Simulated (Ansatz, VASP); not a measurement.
## One calculation of KI, two programs

```xyz
2
Lattice="0.0000 3.5328 3.5328 3.5328 0.0000 3.5328 3.5328 3.5328 0.0000" Properties=species:S:1:pos:R:3 pbc="T T T"
I     3.5328    3.5328    3.5328
K     0.0000    0.0000    0.0000
```

Alike in both runs: task relaxation of cell and atoms; functional PBEsol; dispersion D3(BJ); k mesh 7 × 7 × 7; occupations fermi-dirac, width 0.05 eV; no spin polarisation.

|  | VASP | Ansatz |
| --- | --- | --- |
| version | VASP 6.6.1 | Ansatz 0.2.0 |
| potentials or method | VASP PAW PBE potentials, release 64 (I, K_sv) | Ansatz PAW |
| plane-wave cutoff (eV) | 600 | 420 |
| valence electrons in the cell | 16 | 26 |

|  | VASP | Ansatz | Ansatz less VASP |
| --- | --- | --- | --- |
| gap on the k mesh at the Fermi level, each at its own relaxed structure (eV) | 4.03 | 4.04 | +0.009 |
| relaxed volume (Å³/atom) | 40.13 | 40.06 | -0.074 |
| relaxed length of the cell vector where the two differ most in proportion (Å) | 4.842 | 4.839 | -0.0030 |

VASP's potentials were made for PBE, not for PBEsol. VASP's potentials hold 16 valence electrons a cell and Ansatz's 26, so a difference there can come from the potentials and not from the codes.

Spin-orbit coupling is off throughout. Noted on Ansatz's run: odd divisions of the mesh miss points on the zone boundary, where band edges often lie, so the gap on the mesh can be too wide; the plane-wave basis is chosen anew once the cell has moved, so the energies of steps on either side of that aren't comparable.
